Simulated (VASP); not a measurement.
Here is a VASP 6.6.1 calculation.

File INCAR:

```
SYSTEM = Li2ClF
PREC = Accurate
ENCUT = 520
EDIFF = 1E-7
ISMEAR = -1
SIGMA = 0.02
LREAL = .False.
LASPH = .True.
NELM = 100
ALGO = Normal
ISIF = 2
LWAVE = .False.
LCHARG = .False.
GGA = PE
NBANDS = 18
```

File KPOINTS:

```
Automatic mesh
0
Gamma
  10 10 10
  0 0 0
```

The input POSCAR:

```
Li2ClF
1.0
    1.6588379705      0.9577305488      5.3459350680
   -1.6588379705      0.9577305488      5.3459350680
    0.0000000000     -1.9154610977      5.3459350680
F Cl Li
1 1 2
Direct
    1.0000000000      0.0000000000      0.0000000000
    0.5000000000      0.5000000000      0.5000000000
    0.2627109633      0.2627109633      0.2627109633
    0.7372890367      0.7372890367      0.7372890367
```

Potentials or basis: VASP PAW PBE potentials, release 64 (F, Cl, Li_sv).

The run is started by

```console
$ cat potpaw_PBE.64/F/POTCAR potpaw_PBE.64/Cl/POTCAR potpaw_PBE.64/Li_sv/POTCAR > POTCAR
$ mpirun -np 1 vasp_std > vasp.out
```

(1) What does it give for the band gap on the k mesh?

## Answers

(1) 4.83 eV.
